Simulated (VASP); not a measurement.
Here is a VASP 6.6.1 calculation.

The input INCAR:

```
  ALGO = Normal
  EDIFF = 1E-6
  ENCUT = 520
  GGA = PE
  ISIF = 2
  ISMEAR = 0
  LASPH = T
  LCHARG = F
  LREAL = F
  LWAVE = F
  NBANDS = 17
  NELM = 80
  PREC = Accurate
  SIGMA = 0.05
```

Contents of KPOINTS:

```
k-points
0
Gamma
  6 6 6
```

POSCAR

```
BiP
1.0
    3.5763538321      0.0000000000      0.0000000000
    0.0000000000      3.5763538321      0.0000000000
    0.0000000000      0.0000000000      3.5763538321
Bi P
1 1
Direct
    0.0000000000      0.0000000000      0.0000000000
    0.5000000000      0.5000000000      0.5000000000
```

Potentials or basis: VASP PAW PBE potentials, release 64 (Bi_d, P).

Run with:

```bash
$ cat potpaw_PBE.64/Bi_d/POTCAR potpaw_PBE.64/P/POTCAR > POTCAR
$ mpirun -np 1 vasp_std > vasp.out
```

Task: Estimate the band gap on the k mesh.

Result: Zero (bands 10 and 11 overlap by 3.26 eV).

Task: Estimate the pressure.

Result: 0.9 GPa.

Caveat: spin-orbit coupling is left out, which moves the levels of the heavy elements.
